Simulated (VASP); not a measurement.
Here is a VASP 6.6.1 calculation.

File INCAR:

```
  PREC = Accurate
  ENCUT = 520
  EDIFF = 1E-6
  ISMEAR = -1
  SIGMA = 0.1379
  LREAL = Auto
  LASPH = T
  NELM = 120
  ALGO = Normal
  ISIF = 2
  LWAVE = F
  LCHARG = T
  GGA = PE
  LELF = T
  LVHAR = T
  ISYM = -1
  NBANDS = 51
  GGA_COMPAT = F
```

File KPOINTS:

```
explicit points
1
Reciprocal
  0.25000000   0.25000000   0.25000000 1
```

POSCAR

```
Si8BC8N
1.0
    5.5858750000     -0.1133160000     -0.0411110000
   -0.1133160000      5.7189320000     -0.0113280000
   -0.0411110000     -0.0113280000      6.0730380000
Si C B N
8 8 1 1
Direct
    0.5856038614      0.6969184024      0.6207332231
    0.2940182339      0.1288914774      0.0478128848
    0.9773939944      0.0085700012      0.3113414942
    0.5796806839      0.1938133297      0.4201233007
    0.7780398891      0.5407581090      0.1570873928
    0.2451948628      0.3042661693      0.6466305551
    0.1874891458      0.5699765090      0.0688009132
    0.5811991859      0.3471291245      0.8662333347
    0.7309338296     -0.0215268681      0.5567450038
    0.6884961116      0.8596381841      0.1476601571
    0.6716677153      0.9245798606      0.9274940437
    0.0981766249      0.0649598077      0.8204220036
    0.1874377849      0.8062891448      0.8190405524
    0.4833870052      0.9347872208      0.2561854203
    0.2182616317      0.6668708269      0.5944894905
    0.7928012881      0.0853070860      0.7836646523
    0.2634684175      0.7697769337      0.3564399701
    0.6940811011      0.4693897216      0.4507772905
```

Potentials or basis: VASP PAW PBE potentials, release 64 (Si, C, B, N).

The run is started by

```bash
$ cat potpaw_PBE.64/Si/POTCAR potpaw_PBE.64/C/POTCAR potpaw_PBE.64/B/POTCAR potpaw_PBE.64/N/POTCAR > POTCAR
$ mpirun -np 1 vasp_std > vasp.out
```

What does it give for the pressure?

7.6 GPa.

What does it give for the largest force?

3.822 eV/Å.

Stress tensor (GPa, compression positive):
```
 9.52  6.47  6.14
 6.47 -1.12  1.55
 6.14  1.55 14.43
```

Caveat: the atoms stand as in a frame of molecular dynamics.
